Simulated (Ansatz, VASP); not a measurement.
CaS: VASP beside Ansatz

```xyz
2
Lattice="0.0000 2.8250 2.8250 2.8250 0.0000 2.8250 2.8250 2.8250 0.0000" Properties=species:S:1:pos:R:3 pbc="T T T"
Ca    0.0000    0.0000    0.0000
S     2.8250    2.8250    2.8250
```

Alike in both runs: task single point; functional PBEsol; k mesh 6 × 6 × 6; occupations gaussian, width 0.1 eV; no spin polarisation.

```csv
,VASP,Ansatz
version,VASP 6.6.1,Ansatz 0.2.0
potentials or method,"VASP PAW PBE potentials, release 64 (Ca_sv, S), cutoff 500 eV","scalar-relativistic, plane waves, PAW"
valence electrons in the cell,16,16
```

|  | VASP | Ansatz | Ansatz less VASP |
| --- | --- | --- | --- |
| gap on the k mesh at the Fermi level (eV) | 2.17 | 2.18 | +0.005 |
| least direct gap on the mesh (eV) | 3.01 | 3.02 | +0.004 |
| pressure (GPa) | -0.3 | -0.6 | -0.20 |

VASP's potentials were made for PBE, not for PBEsol, and Ansatz warns of the same on its side. With one functional, cell and mesh, what is left measures potentials, basis and numerics.
